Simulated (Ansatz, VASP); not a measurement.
## Mo: VASP beside Ansatz

File POSCAR:

```
Mo
1.0
    0.0000000000      2.1157500000      2.0150000000
    2.1157500000      0.0000000000      2.0150000000
    2.1157500000      2.1157500000      0.0000000000
Mo
1
Direct
    0.0000000000      0.0000000000      0.0000000000
```

INCAR.step1

```
  PREC = Accurate
  ENCUT = 520
  ISMEAR = 0
  SIGMA = 0.15
  LREAL = F
  LASPH = T
  NELM = 60
  NBANDS = 13
  GGA = PE
  ALGO = Normal
  EDIFF = 1E-4
  LWAVE = T
  LCHARG = F
```

INCAR.step2

```
  PREC = Accurate
  ENCUT = 520
  EDIFF = 1E-6
  ISMEAR = 0
  SIGMA = 0.15
  LREAL = F
  LASPH = T
  NELM = 60
  ALGO = Normal
  ISIF = 2
  LWAVE = F
  LCHARG = F
  METAGGA = R2SCAN
  LMIXTAU = T
  NBANDS = 13
  ISTART = 1
```

The input KPOINTS:

```
Automatic mesh
0
Gamma
  20 20 20
```

Input for Ansatz:

```yaml
crystal:
  lattice:
    - [0.0, 2.11575, 2.015]
    - [2.11575, 0.0, 2.015]
    - [2.11575, 2.11575, 0.0]
  atoms:
    - { symbol: Mo, position: [0.0, 0.0, 0.0] }
basis:
  ecutwfc: 500
kpoints:
  mp_grid: { grid: [20, 20, 20] }
hamiltonian:
  xc: r2scan
scf:
  occupations: { method: gaussian, width: 0.15 }
output:
  forces: true
  stress: true
  eigenvalues: true
```

Change from the starting cell: strain +0.050 along x and y, +0.000 along z, atoms carried along.

Alike in both runs: task single point; functional r2SCAN; k mesh 20 × 20 × 20; occupations gaussian, width 0.15 eV; no spin polarisation.

```csv
,VASP,Ansatz
version,VASP 6.6.1,Ansatz 0.2.0
potentials or method,"VASP PAW PBE potentials, release 64 (Mo_sv), cutoff 520 eV","scalar-relativistic, plane waves, PAW"
valence electrons in the cell,14,14
```

Ansatz gave:

* gap on the k mesh at the Fermi level (eV): none
* pressure (GPa): -24.9
* traceless stress, the component that is largest in VASP (GPa): -7.44

Q: Estimate VASP's values.

A: gap on the k mesh at the Fermi level (eV): none; pressure (GPa): -24.3; traceless stress, the component that is largest in VASP (GPa): -7.44.

VASP's potentials were made for PBE, not for r2SCAN. A gap of «none» marks a metal or a gap that the smearing closes.
